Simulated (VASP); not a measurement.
# Sc3Te2 (P4/mmm) in VASP: notebook, part 2 of 2

VASP 6.6.1. Earlier steps stand in the parts before.

## 3. Relaxation of cell and atoms, PBE

This run uses another cell than the first one, of 24.42 Å³/atom, 0.888 times its volume.

INCAR reads:

```
PREC = Accurate
ENCUT = 600
EDIFF = 1E-6
ISMEAR = 0
SIGMA = 0.1
LREAL = F
LASPH = T
NELM = 60
ALGO = Normal
ISIF = 3
LWAVE = F
LCHARG = F
GGA = PE
IBRION = 2
NSW = 90
EDIFFG = -0.04
```

KPOINTS reads:

```
Automatic mesh
0
Gamma
  4 4 4
```

POSCAR reads:

```
Sc3Te2
1.0
    4.0712397100      0.0000000000      0.0000000000
    0.0000000000      4.0712397100      0.0000000000
    0.0000000000      0.0000000000      7.3674996100
Sc Te
3 2
Direct
    0.5000000000      0.5000000000      0.8413032000
    0.5000000000      0.5000000000      0.1586968000
    0.5000000000      0.5000000000      0.5000000000
    0.0000000000      0.0000000000      0.0000000000
    0.0000000000      0.0000000000      0.5000000000
```

Potentials or basis: VASP PAW PBE potentials, release 64 (Sc_sv, Te).

The run is started by

```sh
$ cat potpaw_PBE.64/Sc_sv/POTCAR potpaw_PBE.64/Te/POTCAR > POTCAR
$ mpirun -np 1 vasp_std > vasp.out
```

OUTCAR:

```text
PREC = Accurate
   ENCUT = 600
   EDIFF = 1E-6
   ISMEAR = 0
   LREAL = F
   LASPH = T
   NELM = 60
   ISIF = 3
   GGA = PE
   IBRION = 2
   NSW = 90
   EDIFFG = -0.04

 ion  position               nearest neighbor table
   1  0.500  0.500  0.841-   2 2.34   3 2.51   4 3.11   4 3.11   4 3.11   4 3.11
   2  0.500  0.500  0.159-   1 2.34   3 2.51   4 3.11   4 3.11   4 3.11   4 3.11
   3  0.500  0.500  0.500-   1 2.51   2 2.51   5 2.88   5 2.88   5 2.88   5 2.88
   4  0.000  0.000  0.000-   1 3.11   2 3.11   1 3.11   2 3.11   1 3.11   2 3.11   1 3.11   2 3.11
                             5 3.68   5 3.68
   5  0.000  0.000  0.500-   3 2.88   3 2.88   3 2.88   3 2.88   4 3.68   4 3.68

  LATTYP: Found a simple tetragonal cell.
 ALAT       =     4.0712397100
 C/A-ratio  =     1.8096452518

  Lattice vectors:

 A1 = (   4.0712397100,   0.0000000000,   0.0000000000)
 A2 = (   0.0000000000,   4.0712397100,   0.0000000000)
 A3 = (   0.0000000000,   0.0000000000,   7.3674996100)

Analysis of symmetry for initial positions (statically):
=====================================================================
 Subroutine PRICEL returns:
 Original cell was already a primitive cell.

 Routine SETGRP: Setting up the symmetry group for a
 simple tetragonal supercell.

 Subroutine GETGRP returns: Found 16 space group operations
 (whereof 16 operations were pure point group operations)
 out of a pool of 16 trial point group operations.

The static configuration has the point symmetry D_4h.

Analysis of symmetry for dynamics (positions and initial velocities):
=====================================================================
 Subroutine PRICEL returns:
 Original cell was already a primitive cell.

 Routine SETGRP: Setting up the symmetry group for a
 simple tetragonal supercell.

 Subroutine GETGRP returns: Found 16 space group operations
 (whereof 16 operations were pure point group operations)
 out of a pool of 16 trial point group operations.

The dynamic configuration has the point symmetry D_4h.

 Subroutine INISYM returns: Found 16 space group operations
 (whereof 16 operations are pure point group operations),
 and found     1 'primitive' translations

----------------------------------------------------------------------------------------

                                     Primitive cell

  volume of cell :     122.1163

  direct lattice vectors                    reciprocal lattice vectors
     4.071239710  0.000000000  0.000000000     0.245625429  0.000000000  0.000000000
     0.000000000  4.071239710  0.000000000     0.000000000  0.245625429  0.000000000
     0.000000000  0.000000000  7.367499610     0.000000000  0.000000000  0.135731259

  length of vectors
     4.071239710  4.071239710  7.367499610     0.245625429  0.245625429  0.135731259

  position of ions in fractional coordinates (direct lattice)
     0.500000000  0.500000000  0.841303200
     0.500000000  0.500000000  0.158696800
     0.500000000  0.500000000  0.500000000
     0.000000000  0.000000000  0.000000000
     0.000000000  0.000000000  0.500000000

  ion indices of the primitive-cell ions
   primitive index   ion index
                 1           1
                 2           2
                 3           3
                 4           4
                 5           5

----------------------------------------------------------------------------------------

 KPOINTS: Automatic mesh

Automatic generation of k-mesh.
 Grid dimensions read from file:
 generate k-points for:    4    4    4

 Generating k-lattice:

  Cartesian coordinates                     Fractional coordinates (reciprocal lattice)
     0.061406357  0.000000000  0.000000000     0.250000000  0.000000000  0.000000000
     0.000000000  0.061406357  0.000000000     0.000000000  0.250000000  0.000000000
     0.000000000  0.000000000  0.033932815     0.000000000  0.000000000  0.250000000

  Length of vectors
     0.061406357  0.061406357  0.033932815

  Shift w.r.t. Gamma in fractional coordinates (k-lattice)
     0.000000000  0.000000000  0.000000000

 Subroutine IBZKPT returns following result:
 ===========================================

 Found     18 irreducible k-points:

 Following reciprocal coordinates:
            Coordinates               Weight
  0.000000  0.000000  0.000000      1.000000
  0.250000  0.000000  0.000000      4.000000
  0.500000  0.000000  0.000000      2.000000
  0.250000  0.250000  0.000000      4.000000
  0.500000  0.250000  0.000000      4.000000
  0.500000  0.500000  0.000000      1.000000
[... 10 lines left out ...]
  0.500000  0.250000  0.500000      4.000000
  0.500000  0.500000  0.500000      1.000000
   k-points           NKPTS =     18   k-points in BZ     NKDIM =     18   number of bands    NBANDS=     27
   number of dos      NEDOS =    301   number of ions     NIONS =      5
   total plane-waves  NPLWV =  77760
   dimension x,y,z NGX =    36 NGY =   36 NGZ =   60
   dimension x,y,z NGXF=    72 NGYF=   72 NGZF=  120
   ions per type =               3   2
   NGX,Y,Z   is equivalent  to a cutoff of  14.70, 14.70, 13.54 a.u.
   NGXF,Y,Z  is equivalent  to a cutoff of  29.40, 29.40, 27.08 a.u.
 SYSTEM =  unknown system
   PREC   = accura    normal or accurate (medium, high low for compatibility)
   ISTART =      0    job   : 0-new  1-cont  2-samecut
   ICHARG =      2    charge: 1-file 2-atom 10-const
   ISPIN  =      1    spin polarized calculation?
   LNONCOLLINEAR =      F non collinear calculations
   LSORBIT =      F    spin-orbit coupling
   LASPH  =      T    aspherical Exc in radial PAW
   ENCUT  =  600.0 eV  44.10 Ry    6.64 a.u.   8.13  8.13 14.71*2*pi/ulx,y,z
   NELM   =     60;   NELMIN=  2; NELMDL= -5     # of ELM steps
   EDIFF  = 0.1E-05   stopping-criterion for ELM
   LREAL  =      F    real-space projection
   EDIFFG = -.4E-01   stopping-criterion for IOM
   NSW    =     90    number of steps for IOM
   IBRION =      2    ionic relax: 0-MD 1-quasi-New 2-CG
   NFREE  =      1    steps in history (QN), initial steepest desc. (CG)
   ISIF   =      3    stress and relaxation
   ISYM   =      2    0-nonsym 1-usesym 2-fastsym
   POTIM  = 0.5000    time-step for ionic-motion
   TEBEG  =    0.0;   TEEND  =   0.0 temperature during run
   PSTRESS=    0.0 pullay stress
   NELECT =      45.0000    total number of electrons
   NUPDOWN=      -1.0000    fix difference up-down
   EMIN   =  10.00;   EMAX   =-10.00  energy-range for DOS
   EFERMI =   0.00;   METHOD = LEGACY
   ISMEAR =     0;   SIGMA  =   0.10  broadening in eV -4-tet -1-fermi 0-gaus
   EFERMI_NEDOS =   21; number of points for ismear=-14 and -15
   IALGO  =     38    algorithm
   IMIX   =      4    mixing-type and parameters
     AMIX     =   0.40;   BMIX     =  1.00
     AMIX_MAG =   1.60;   BMIX_MAG =  1.00
  volume/ion in A,a.u.               =      24.42       164.82
  Fermi-wavevector in a.u.,A,eV,Ry     =   1.173693  2.217958 18.742777  1.377555
  Thomas-Fermi vector in A             =   2.310102
   LORBIT       =      0    0 simple, 1 ext, 2 COOP (PROOUT), +10 PAW based schemes
   GGA     = PE    functional components
   LHFCALC =     F    Hartree Fock is set to
   AEXX    =    0.0000 exact exchange contribution
   IVDW    =     0    specifies the selected vdW correction
   LEPSILON=     F    determine dielectric tensor
   LRPA    =     F    only Hartree local field effects (RPA)
 conjugate gradient relaxation of ions
 non-spin polarized calculation
 Gauss-broadening in eV      SIGMA  =   0.10
  energy-cutoff  :      600.00
  volume of cell :      122.12
 maximum number of plane-waves:      4104
 NGX is ok and might be reduce to    36
   NGX = 17   NGY = 17   NGZ = 29

--------------------------------------- Ionic step        1  -------------------------------------------

 number of electron      45.0000005 magnetization

 Free energy of the ion-electron system (eV)
  ---------------------------------------------------
  ext. energy  EPLUGINS =         0.00000000
  ---------------------------------------------------
  free energy    TOTEN  =       -25.52751295 eV

  energy without entropy =      -25.49521481  energy(sigma->0) =      -25.51136388

 E-fermi :   6.6942     XC(G=0): -10.0503

 val. band max:        6.6846355882   @ k =   0.2500   0.2500   0.5000
 cond. band min:       6.7119836506   @ k =   0.0000   0.0000   0.2500
 fundamental gap:      0.0273480625
 Fermi energy:         6.6942019295

 k-point     1 :       0.0000    0.0000    0.0000
  band No.  band energies     occupation
      1     -43.0368      2.00000
      2     -42.6735      2.00000
      3     -42.5851      2.00000
      4     -22.3587      2.00000
      5     -21.8091      2.00000
      6     -21.7107      2.00000
[... 799 lines left out ...]
  energy  without entropy=      -27.1430803895  energy(sigma->0) =      -27.15522753

--------------------------------------- Ionic step        8  -------------------------------------------

 number of electron      45.0000001 magnetization

 Free energy of the ion-electron system (eV)
  ---------------------------------------------------
  ext. energy  EPLUGINS =         0.00000000
  ---------------------------------------------------
  free energy    TOTEN  =       -27.16756117 eV

  energy without entropy =      -27.14323005  energy(sigma->0) =      -27.15539561

 E-fermi :   5.6534     XC(G=0):  -9.5356

 val. band max:        5.6499025471   @ k =   0.2500   0.0000   0.2500
 cond. band min:       5.7334636517   @ k =   0.2500   0.0000   0.5000
 fundamental gap:      0.0835611045
 Fermi energy:         5.6534085570

 k-point     1 :       0.0000    0.0000    0.0000
  band No.  band energies     occupation
      1     -44.6387      2.00000
      2     -44.6071      2.00000
      3     -43.8387      2.00000
      4     -23.3435      2.00000
      5     -23.3435      2.00000
      6     -23.3126      2.00000
[... 561 lines left out ...]
  FREE ENERGIE OF THE ION-ELECTRON SYSTEM (eV)
  ---------------------------------------------------
  free  energy   TOTEN  =       -27.1675611743 eV

  energy  without entropy=      -27.1432300527  energy(sigma->0) =      -27.15539561

 reached required accuracy - stopping structural energy minimisation
```

CONTCAR:

```text
Sc3Te2
   1.00000000000000
     3.9219151121869489   -0.0000000000000000    0.0000000000000000
    -0.0000000000000000    3.9219151121869489   -0.0000000000000000
    -0.0000000000000000    0.0000000000000000    8.9985845943886478
  Sc              Te
     3     2
Direct
     0.5000000000000000    0.5000000000000000    0.8355842762079484
     0.5000000000000000    0.5000000000000000    0.1644157237920516
     0.5000000000000000    0.5000000000000000    0.5000000000000000
     0.0000000000000000    0.0000000000000000    0.0000000000000000
     0.0000000000000000    0.0000000000000000    0.5000000000000000

  0.00000000E+00  0.00000000E+00  0.00000000E+00
  0.00000000E+00  0.00000000E+00  0.00000000E+00
  0.00000000E+00  0.00000000E+00  0.00000000E+00
  0.00000000E+00  0.00000000E+00  0.00000000E+00
  0.00000000E+00  0.00000000E+00  0.00000000E+00
```

Wall time 6.2 min (1 thread of Intel Xeon 6975P-C (Granite Rapids), shared host); peak memory 0.3 GiB.

Results:

| Property | Result |
| --- | --- |
| Free energy | -27.1676 eV |
| Relaxed volume | 27.68 Å³/atom |
| Relaxed cell | a = 3.922 Å, b = 3.922 Å, c = 8.999 Å, α = 90.00°, β = 90.00°, γ = 90.00° |
| Space group after relaxing (to 0.05 Å) | P4/mmm (No. 123) |
| Energy gained by relaxing | 328.0 meV/atom |
| Ionic steps | 8 |
| Pressure after relaxing | -0.1 GPa |
| Largest force after relaxing | 0.017 eV/Å |

Forces on the atoms (eV/Å):
```
Sc   0.000  0.000  0.017
Sc   0.000  0.000 -0.017
Sc   0.000  0.000  0.000
Te   0.000  0.000  0.000
Te   0.000  0.000  0.000
```

The path:
```
step  energy change (eV)  largest force (eV/Å)  pressure (GPa)  volume (Å³)
   1              0.0000                1.2791            4.16       122.12
   2             -1.4575                0.0867            1.09       132.62
   3             -1.6102                0.4482           -0.24       137.20
   4             -1.6106                0.4632           -0.31       137.48
   5             -1.6297                0.2482            0.34       136.47
   6             -1.6314                0.1643            0.61       136.08
   7             -1.6399                0.0418            0.03       138.04
   8             -1.6400                0.0175           -0.07       138.41
```

Final structure:
```
Sc Te
1.0
     3.92192    0.00000    0.00000
     0.00000    3.92192    0.00000
     0.00000    0.00000    8.99858
Sc Te
3 2
Direct
  0.50000 0.50000 0.83558
  0.50000 0.50000 0.16442
  0.50000 0.50000 0.50000
  0.00000 0.00000 0.00000
  0.00000 0.00000 0.50000
```

Caveat: the k points lie up to 0.40 Å⁻¹ apart in the final cell; spin-orbit coupling is left out, which moves the levels of the heavy elements.
